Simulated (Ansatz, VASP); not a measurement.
Rb in VASP and in Ansatz

```
CELL_PARAMETERS angstrom
5.08821 0.00000 0.00000
-2.54410 4.40652 0.00000
0.00000 0.00000 8.44206
ATOMIC_POSITIONS crystal
Rb 0.33333 0.66667 0.25000
Rb 0.66667 0.33333 0.75000
```

Alike in both runs: task relaxation of cell and atoms; functional PBE; k mesh 9 × 9 × 6; occupations gaussian, width 0.1 eV; no spin polarisation.

|  | VASP | Ansatz |
| --- | --- | --- |
| version | VASP 6.6.1 | Ansatz 0.2.0 |
| potentials or method | VASP PAW PBE potentials, release 64 (Rb_sv), cutoff 600 eV | scalar-relativistic, plane waves, PAW |
| valence electrons in the cell | 18 | 18 |

```tsv
	VASP	Ansatz	Ansatz less VASP
gap on the k mesh at the Fermi level, each at its own relaxed structure (eV)	none	none	-
relaxed volume (Å³/atom)	91.77	91.19	-0.572
relaxed cell length with the largest relative difference (Å)	5.035	5.023	-0.0117
```

A gap of «none» marks a metal or a gap that the smearing closes.
